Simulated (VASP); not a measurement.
# Ta8C9 (a cell with a defect) in VASP: single point with LDA

Aim: the single point of Ta8C9 (a cell with a defect) with LDA.

All numbers are computed with VASP 6.6.1; they aren't measurements. Logs are shortened: lines on timing, memory, paths and dates and some standing lists are left out, and cuts for length are marked.

### 1 The cell of the first run

The cell holds a defect, 17 atoms: a = 6.350 Å, b = 6.350 Å, c = 6.350 Å, α = 60.00°, β = 60.00°, γ = 60.00°.

### 2 Single point, LDA

File INCAR:

```
PREC = Accurate
ENCUT = 520
EDIFF = 1E-6
ISMEAR = -1
SIGMA = 0.15
LREAL = Auto
LASPH = True
NELM = 100
ALGO = Normal
ISIF = 2
LWAVE = False
LCHARG = False
NBANDS = 76
```

File KPOINTS:

```
Automatic mesh
0
Gamma
  2 2 2
```

File POSCAR:

```
Ta8C9
1.0
    0.0000000000      4.4900000000      4.4900000000
    4.4900000000      0.0000000000      4.4900000000
    4.4900000000      4.4900000000      0.0000000000
Ta C
8 9
Direct
   -0.0205532428     -0.0196327972      0.0037511966
    0.0190304309      0.0199854712      0.4413172511
   -0.0206188747      0.5367396487      0.0037270957
   -0.0102280189      0.5008079193      0.5090106579
    0.5357493931     -0.0196021970      0.0038364715
    0.4997084573     -0.0091084223      0.5091023467
    0.4908541510      0.4918690263      0.0257932227
    0.4997081402      0.5006589242      0.5091150536
    0.2576745014      0.2587302166      0.2649834895
    0.2429645478      0.2439990760      0.7694131983
    0.2576972249      0.7189703277      0.2649889415
    0.2451137070      0.7563694488      0.7424589526
    0.7179432874      0.2587383023      0.2649252072
    0.7554289631      0.2460679905      0.7424551803
    0.7414435431      0.7424630439      0.2739540508
    0.7553951470      0.7564103173      0.7424524556
    0.1530311422      0.1539822038      0.0393008283
```

Potentials or basis: VASP PAW LDA potentials, release 64 (Ta_pv, C).

The run is started by

```sh
> cat potpaw_LDA.64/Ta_pv/POTCAR potpaw_LDA.64/C/POTCAR > POTCAR
> mpirun -np 1 vasp_std > vasp.out
```

OUTCAR:

```text
PREC = Accurate
   ENCUT = 520
   EDIFF = 1E-6
   ISMEAR = -1
   LREAL = Auto
   LASPH = True
   NELM = 100
   ISIF = 2

 ion  position               nearest neighbor table
   1  0.979  0.980  0.004-  17 2.05  15 2.15  12 2.19  14 2.19  10 2.37  11 2.42  13 2.42   5 2.82
                             3 2.82   2 3.05   4 3.13   6 3.13   7 3.18   7 3.18   6 3.23   4 3.23
   2  0.019  0.020  0.441-  17 2.08  11 2.18   9 2.18  13 2.18  16 2.38  14 2.38  12 2.38   5 3.05
                             1 3.05   3 3.05   4 3.19   6 3.19   8 3.19   8 3.19   6 3.19   4 3.19
   3  0.979  0.537  0.004-  17 2.05  15 2.15  16 2.19  12 2.19  10 2.37  13 2.42   9 2.42   5 2.82
                             1 2.82   2 3.05   4 3.13   8 3.13   7 3.18   7 3.18   8 3.23   4 3.23
   4  0.990  0.501  0.509-  15 2.17  11 2.19   9 2.19  16 2.20  14 2.20  10 2.31   6 3.11   8 3.11
                             7 3.13   1 3.13   3 3.13   2 3.19   2 3.19   7 3.23   3 3.23   1 3.23
   5  0.536  0.980  0.004-  17 2.05  15 2.15  14 2.19  16 2.19  10 2.37  11 2.42   9 2.42   1 2.82
                             3 2.82   2 3.05   6 3.13   8 3.13   7 3.18   7 3.18   8 3.23   6 3.23
   6  0.500  0.991  0.509-  15 2.17  13 2.19   9 2.19  16 2.20  12 2.20  10 2.31   4 3.11   8 3.11
                             7 3.13   5 3.13   1 3.13   2 3.19   2 3.19   7 3.23   1 3.23   5 3.23
   7  0.491  0.492  0.026-  13 2.09  11 2.09   9 2.09  12 2.38  16 2.38  14 2.38   6 3.13   8 3.13
                             4 3.13   3 3.18   1 3.18   5 3.18   5 3.18   1 3.18   3 3.18   4 3.23
   8  0.500  0.501  0.509-  15 2.17  13 2.19  11 2.19  12 2.20  14 2.20  10 2.31   4 3.11   6 3.11
                             7 3.13   5 3.13   3 3.13   2 3.19   2 3.19   7 3.23   3 3.23   5 3.23
   9  0.258  0.259  0.265-   7 2.09   2 2.18   4 2.19   6 2.19   5 2.42   3 2.42
  10  0.243  0.244  0.769-  17 1.40   8 2.31   6 2.31   4 2.31   3 2.37   1 2.37   5 2.37
  11  0.258  0.719  0.265-   7 2.09   2 2.18   4 2.19   8 2.19   5 2.42   1 2.42
  12  0.245  0.756  0.742-   1 2.19   3 2.19   8 2.20   6 2.20   7 2.38   2 2.38
  13  0.718  0.259  0.265-   7 2.09   2 2.18   6 2.19   8 2.19   3 2.42   1 2.42
  14  0.755  0.246  0.742-   1 2.19   5 2.19   8 2.20   4 2.20   7 2.38   2 2.38
  15  0.741  0.742  0.274-   5 2.15   1 2.15   3 2.15   4 2.17   8 2.17   6 2.17
  16  0.755  0.756  0.742-   3 2.19   5 2.19   6 2.20   4 2.20   7 2.38   2 2.38
  17  0.153  0.154  0.039-  10 1.40   5 2.05   1 2.05   3 2.05   2 2.08

  LATTYP: Found a face centered cubic cell.
 ALAT       =     8.9800000000

  Lattice vectors:

 A1 = (   0.0000000000,   4.4900000000,   4.4900000000)
 A2 = (   4.4900000000,   0.0000000000,   4.4900000000)
 A3 = (   4.4900000000,   4.4900000000,   0.0000000000)

Analysis of symmetry for initial positions (statically):
=====================================================================
 Subroutine PRICEL returns:
 Original cell was already a primitive cell.

 Routine SETGRP: Setting up the symmetry group for a
 face centered cubic supercell.

 Subroutine GETGRP returns: Found  1 space group operations
 (whereof  1 operations were pure point group operations)
 out of a pool of 48 trial point group operations.

The static configuration has the point symmetry C_1 .

Analysis of symmetry for dynamics (positions and initial velocities):
=====================================================================
 Subroutine PRICEL returns:
 Original cell was already a primitive cell.

 Routine SETGRP: Setting up the symmetry group for a
 face centered cubic supercell.

 Subroutine GETGRP returns: Found  1 space group operations
 (whereof  1 operations were pure point group operations)
 out of a pool of 48 trial point group operations.

The dynamic configuration has the point symmetry C_1 .

 Subroutine INISYM returns: Found  1 space group operations
 (whereof  1 operations are pure point group operations),
 and found     1 'primitive' translations

----------------------------------------------------------------------------------------

                                     Primitive cell

  volume of cell :     181.0377

  direct lattice vectors                    reciprocal lattice vectors
     0.000000000  4.490000000  4.490000000    -0.111358575  0.111358575  0.111358575
     4.490000000  0.000000000  4.490000000     0.111358575 -0.111358575  0.111358575
     4.490000000  4.490000000  0.000000000     0.111358575  0.111358575 -0.111358575

  length of vectors
     6.349818895  6.349818895  6.349818895     0.192878709  0.192878709  0.192878709

  position of ions in fractional coordinates (direct lattice)
     0.979446757  0.980367203  0.003751197
     0.019030431  0.019985471  0.441317251
     0.979381125  0.536739649  0.003727096
     0.989771981  0.500807919  0.509010658
     0.535749393  0.980397803  0.003836472
     0.499708457  0.990891578  0.509102347
[... 9 lines left out ...]
     0.755395147  0.756410317  0.742452456
     0.153031142  0.153982204  0.039300828

  ion indices of the primitive-cell ions
   primitive index   ion index
                 1           1
                 2           2
                 3           3
                 4           4
                 5           5
                 6           6
[... 9 lines left out ...]
                16          16
                17          17

----------------------------------------------------------------------------------------

 KPOINTS: Automatic mesh

Automatic generation of k-mesh.
 Grid dimensions read from file:
 generate k-points for:    2    2    2

 Generating k-lattice:

  Cartesian coordinates                     Fractional coordinates (reciprocal lattice)
    -0.055679287  0.055679287  0.055679287     0.500000000  0.000000000  0.000000000
     0.055679287 -0.055679287  0.055679287     0.000000000  0.500000000  0.000000000
     0.055679287  0.055679287 -0.055679287     0.000000000  0.000000000  0.500000000

  Length of vectors
     0.096439355  0.096439355  0.096439355

  Shift w.r.t. Gamma in fractional coordinates (k-lattice)
     0.000000000  0.000000000  0.000000000

 Subroutine IBZKPT returns following result:
 ===========================================

 Found      8 irreducible k-points:

 Following reciprocal coordinates:
            Coordinates               Weight
  0.000000  0.000000  0.000000      1.000000
  0.500000  0.000000  0.000000      1.000000
  0.000000  0.500000  0.000000      1.000000
  0.000000  0.000000  0.500000      1.000000
  0.500000  0.500000  0.500000      1.000000
  0.500000  0.500000  0.000000      1.000000
  0.000000  0.500000  0.500000      1.000000
  0.500000  0.000000  0.500000      1.000000
   k-points           NKPTS =      8   k-points in BZ     NKDIM =      8   number of bands    NBANDS=     76
   number of dos      NEDOS =    301   number of ions     NIONS =     17
   total plane-waves  NPLWV = 110592
   dimension x,y,z NGX =    48 NGY =   48 NGZ =   48
   dimension x,y,z NGXF=    96 NGYF=   96 NGZF=   96
   ions per type =               8   9
   NGX,Y,Z   is equivalent  to a cutoff of  12.57, 12.57, 12.57 a.u.
   NGXF,Y,Z  is equivalent  to a cutoff of  25.13, 25.13, 25.13 a.u.
 SYSTEM =  unknown system
   PREC   = accura    normal or accurate (medium, high low for compatibility)
   ISTART =      0    job   : 0-new  1-cont  2-samecut
   ICHARG =      2    charge: 1-file 2-atom 10-const
   ISPIN  =      1    spin polarized calculation?
   LNONCOLLINEAR =      F non collinear calculations
   LSORBIT =      F    spin-orbit coupling
   LASPH  =      T    aspherical Exc in radial PAW
   ENCUT  =  520.0 eV  38.22 Ry    6.18 a.u.  11.81 11.81 11.81*2*pi/ulx,y,z
   NELM   =    100;   NELMIN=  2; NELMDL= -5     # of ELM steps
   EDIFF  = 0.1E-05   stopping-criterion for ELM
   LREAL  =      T    real-space projection
   EDIFFG = 0.1E-04   stopping-criterion for IOM
   NSW    =      0    number of steps for IOM
   IBRION =     -1    ionic relax: 0-MD 1-quasi-New 2-CG
   NFREE  =      0    steps in history (QN), initial steepest desc. (CG)
   ISIF   =      2    stress and relaxation
   ISYM   =      2    0-nonsym 1-usesym 2-fastsym
   POTIM  = 0.5000    time-step for ionic-motion
   TEBEG  =    0.0;   TEEND  =   0.0 temperature during run
   PSTRESS=    0.0 pullay stress
   NELECT =     124.0000    total number of electrons
   NUPDOWN=      -1.0000    fix difference up-down
   EMIN   =  10.00;   EMAX   =-10.00  energy-range for DOS
   EFERMI =   0.00;   METHOD = LEGACY
   ISMEAR =    -1;   SIGMA  =   0.15  broadening in eV -4-tet -1-fermi 0-gaus
   EFERMI_NEDOS =   21; number of points for ismear=-14 and -15
   IALGO  =     38    algorithm
   IMIX   =      4    mixing-type and parameters
     AMIX     =   0.40;   BMIX     =  1.00
     AMIX_MAG =   1.60;   BMIX_MAG =  1.00
  volume/ion in A,a.u.               =      10.65        71.86
  Fermi-wavevector in a.u.,A,eV,Ry     =   1.443087  2.727038 28.334117  2.082499
  Thomas-Fermi vector in A             =   2.561534
   LORBIT       =      0    0 simple, 1 ext, 2 COOP (PROOUT), +10 PAW based schemes
   GGA     = CA    functional components
   LHFCALC =     F    Hartree Fock is set to
   AEXX    =    0.0000 exact exchange contribution
   IVDW    =     0    specifies the selected vdW correction
   LEPSILON=     F    determine dielectric tensor
   LRPA    =     F    only Hartree local field effects (RPA)
 non-spin polarized calculation
  energy-cutoff  :      520.00
  volume of cell :      181.04
 maximum number of plane-waves:      4910
 NGX is ok and might be reduce to    48
   NGX = 23   NGY = 23   NGZ = 23

 number of electron     123.9999996 magnetization

 Free energy of the ion-electron system (eV)
  ---------------------------------------------------
  ext. energy  EPLUGINS =         0.00000000
  ---------------------------------------------------
  free energy    TOTEN  =      -198.86901875 eV

  energy without entropy =     -198.52336211  energy(sigma->0) =     -198.69619043

 E-fermi :   8.3508     XC(G=0): -13.3992

 val. band max:        8.2869485197   @ k =   0.0000   0.0000   0.5000
 cond. band min:       8.4209740837   @ k =   0.0000   0.0000   0.5000
 fundamental gap:      0.1340255639
 Fermi energy:         8.3507592172

 k-point     1 :       0.0000    0.0000    0.0000
  band No.  band energies     occupation
      1     -27.2234      2.00000
      2     -27.1385      2.00000
      3     -27.1249      2.00000
      4     -27.1249      2.00000
      5     -27.0904      2.00000
      6     -26.9998      2.00000
[... 66 lines left out ...]
     73      10.9987      0.00000
     74      11.1361      0.00000

 k-point     2 :       0.5000    0.0000    0.0000
  band No.  band energies     occupation
      1     -27.0874      2.00000
      2     -27.0611      2.00000
      3     -27.0101      2.00000
      4     -27.0012      2.00000
      5     -26.9553      2.00000
      6     -26.9371      2.00000
[... 66 lines left out ...]
     73      11.4744      0.00000
     74      11.5817      0.00000

 k-point     3 :       0.0000    0.5000    0.0000
  band No.  band energies     occupation
      1     -27.0875      2.00000
      2     -27.0610      2.00000
      3     -27.0101      2.00000
      4     -27.0011      2.00000
      5     -26.9554      2.00000
      6     -26.9370      2.00000
[... 374 lines left out ...]
     73      10.8787      0.00000
     74      11.3169      0.00000

 k-point     8 :       0.5000    0.0000    0.5000
  band No.  band energies     occupation
      1     -27.0149      2.00000
      2     -26.9909      2.00000
      3     -26.9726      2.00000
      4     -26.9606      2.00000
      5     -26.9332      2.00000
      6     -26.9026      2.00000
[... 66 lines left out ...]
     73      10.8790      0.00000
     74      11.3198      0.00000
 [bands above 74 left out]

------------------------ aborting loop because EDIFF is reached ----------------------------------------

  FORCE on cell =-STRESS in cart. coord.  units (eV):
  Direction    XX          YY          ZZ          XY          YZ          ZX
  --------------------------------------------------------------------------------------
  -------------------------------------------------------------------------------------
  Total        4.0358354      4.0487107      4.0279857     -5.6307322      5.6309933      5.6281089
  in kB       35.7170027     35.8309487     35.6475334    -49.8317845     49.8340950     49.8085680
  external PRESSURE =      35.7318282 kB  Pullay stress =       0.0000000 kB

 VOLUME and BASIS-vectors are now :
 -----------------------------------------------------------------------------
  energy-cutoff  :      520.00
  volume of cell :      181.04
      direct lattice vectors                 reciprocal lattice vectors
     0.000000000  4.490000000  4.490000000    -0.111358575  0.111358575  0.111358575
     4.490000000  0.000000000  4.490000000     0.111358575 -0.111358575  0.111358575
     4.490000000  4.490000000  0.000000000     0.111358575  0.111358575 -0.111358575

 POSITION                                       TOTAL-FORCE (eV/Angst)
 -----------------------------------------------------------------------------------
      4.41869      4.41456      8.79956        -0.026766     -0.028995     -0.039588
      2.07125      2.06696      0.17518         0.034977      0.027536     -0.030882
      2.42670      4.41416      6.80738         0.043122     -0.023315      0.029197
      4.53409      6.72953      6.69270         0.016799      0.020726     -0.020616
      4.41921      2.42274      6.80750        -0.030133      0.035324      0.029064
      6.73497      4.52956      6.69279         0.010001      0.019000     -0.021266
[... 9 lines left out ...]
      6.72989      6.72534      6.78801        -0.004147     -0.006032      0.005711
      0.86784      0.86357      1.37849         0.014048      0.006495     -0.012095
 -----------------------------------------------------------------------------------
    total drift:                                0.009585      0.000919     -0.005967

  FREE ENERGIE OF THE ION-ELECTRON SYSTEM (eV)
  ---------------------------------------------------
  free  energy   TOTEN  =      -198.8690187526 eV

  energy  without entropy=     -198.5233621052  energy(sigma->0) =     -198.69619043
```

Run time: 3.7 min. Hardware: 1 thread of Intel Xeon Platinum 8488C (Sapphire Rapids), shared host; peak memory 0.29 GiB.

What came out:

```yaml
Free_energy: -198.8690 eV
Pressure: 3.6 GPa
Largest_force: 0.063 eV/Å
Band_gap_on_the_k_mesh: zero (bands 62 and 63 overlap by 0.76 eV)
```

Forces on the atoms (eV/Å):
```
Ta  -0.027 -0.029 -0.040
Ta   0.035  0.028 -0.031
Ta   0.043 -0.023  0.029
Ta   0.017  0.021 -0.021
Ta  -0.030  0.035  0.029
Ta   0.010  0.019 -0.021
Ta  -0.038 -0.038  0.034
Ta   0.021  0.020 -0.011
C   -0.016 -0.013 -0.014
C   -0.028 -0.029  0.026
C    0.011 -0.016  0.015
C   -0.005 -0.006  0.004
C   -0.014  0.022  0.015
C   -0.006 -0.006  0.006
C    0.017  0.014 -0.014
C   -0.004 -0.006  0.006
C    0.014  0.006 -0.012
```

Caveat: the k points lie up to 0.61 Å⁻¹ apart, too coarse for converged energies and pressures of a metal; spin-orbit coupling is left out, which moves the levels of the heavy elements.
